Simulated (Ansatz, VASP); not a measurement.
# One calculation of As2Se, two programs

The input INCAR:

```
SYSTEM = As2Se
PREC = Accurate
ENCUT = 520
EDIFF = 1E-7
ISMEAR = 0
SIGMA = 0.1
LREAL = .FALSE.
LASPH = .TRUE.
NELM = 100
ALGO = Normal
ISIF = 2
LWAVE = .FALSE.
LCHARG = .FALSE.
GGA = PE
NBANDS = 15
```

File KPOINTS:

```
Automatic mesh
0
G
  4 4 4
  0 0 0
```

The input POSCAR:

```
As2Se
1.0
    0.0000000000      3.2761404900      3.2761404900
    3.2761404900      0.0000000000      3.2761404900
    3.2761404900      3.2761404900      0.0000000000
As Se
2 1
Direct
    0.2500000000      0.2500000000      0.2500000000
    0.5000000000      0.5000000000      0.5000000000
    0.0000000000      0.0000000000      0.0000000000
```

Input for Ansatz:

```yaml
crystal:
  lattice:
    - [0.0, 3.27614049, 3.27614049]
    - [3.27614049, 0.0, 3.27614049]
    - [3.27614049, 3.27614049, 0.0]
  atoms:
    - { symbol: As, position: [0.25, 0.25, 0.25] }
    - { symbol: As, position: [0.5, 0.5, 0.5] }
    - { symbol: Se, position: [0.0, 0.0, 0.0] }
basis:
  ecutwfc: 420
kpoints:
  mp_grid: { grid: [4, 4, 4] }
hamiltonian:
  xc: pbe
scf:
  occupations: { method: gaussian, width: 0.1 }
  lower_state_search: "off"
output:
  forces: true
  stress: true
  eigenvalues: true
```

Change from the starting cell: species swapped into the Cu2Se type (F-43m, No. 216).

Alike in both runs: task single point; functional PBE; k mesh 4 × 4 × 4; occupations gaussian, width 0.1 eV; no spin polarisation.

|  | VASP | Ansatz |
| --- | --- | --- |
| version | VASP 6.6.1 | Ansatz 0.2.0 |
| potentials or method | VASP PAW PBE potentials, release 64 (As, Se), cutoff 520 eV | scalar-relativistic, plane waves, PAW |
| valence electrons in the cell | 16 | 46 |

```tsv
	VASP	Ansatz	Ansatz less VASP
gap on the k mesh at the Fermi level (eV)	none	none	-
pressure (GPa)	-1.3	-1.3	-0.04
```

A gap of «none» marks a metal or a gap that the smearing closes. VASP's potentials hold 16 valence electrons a cell and Ansatz's 46, so a difference there can come from the potentials and not from the codes.

The k mesh is coarse, so the values compare programs but aren't converged.
